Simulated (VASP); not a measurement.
A run of VASP 6.6.1:

The input INCAR:

```
PREC = Accurate
ENCUT = 520
EDIFF = 1E-6
ISMEAR = -1
SIGMA = 0.01
LREAL = F
LASPH = T
NELM = 120
ALGO = Normal
ISIF = 2
LWAVE = F
LCHARG = F
GGA = PE
NELECT = 176.0
NBANDS = 106
GGA_COMPAT = F
```

Contents of KPOINTS:

```
Automatic mesh
0
Gamma
  1 1 1
```

POSCAR

```
Hf8HO16
1.0
    0.0000000000      5.0697034800      5.1017273300
    5.2943205200      0.0000000000      5.1017273300
    5.2943205200      5.0697034800      0.0000000000
Hf O H
8 16 1
Direct
    0.2564945817      0.0121427817      0.0172886366
    0.7427413871      0.5078063638      0.5224849010
    0.2802681382      0.4739363968      0.9878765204
    0.7740958760      0.9730779483      0.4995238696
    0.2264728553      0.0256140028      0.5026775171
    0.7294655700      0.5204404829      0.0063218671
    0.2608226028      0.4880707075      0.4743252550
    0.7481911942      1.0010644178      0.9555062170
    0.0326514130      0.3203582134      0.0449205639
    0.5293610836      0.8212848036      0.5516022381
    0.4086083213      0.4405552375      0.6761591509
    0.9083687784      0.9349675367      0.1729009416
    0.1037713028      0.3896274533      0.3454258175
    0.6072238015      0.8895938441      0.8467324905
    0.3348793226      0.6557621422      0.1079329681
    0.8443447818      0.1492933251      0.6052317318
    0.1362523891      0.8588464442      0.3977681370
    0.6429218289      0.3506245059      0.9026643744
    0.4018894556      0.0941232088      0.1419645220
    0.9003084190      0.5964742831      0.6383142737
    0.2040199395      0.1547663030      0.7142473397
    0.6958839122      0.6551643575      0.2169050012
    0.0696844414      0.7792856634      0.8470578554
    0.5815274675      0.2755755874      0.3330238640
    1.0201629194      0.7859705293      0.1754016861
```

Potentials or basis: VASP PAW PBE potentials, release 64 (Hf_pv, O, H).

The run is started by

```bash
$ cat potpaw_PBE.64/Hf_pv/POTCAR potpaw_PBE.64/O/POTCAR potpaw_PBE.64/H/POTCAR > POTCAR
$ mpirun -np 1 vasp_gam > vasp.out
```

Hardware: 1 thread of AMD EPYC 7R43 64-Core Processor (Zen 3) (shared host).

Problem. How long does it take, and how much memory?

Solution. It took 100 s on 1 thread of AMD EPYC 7R43 64-Core Processor (Zen 3) (shared host), peak memory 0.36 GiB. Counts: scf iterations 16, k points 1.
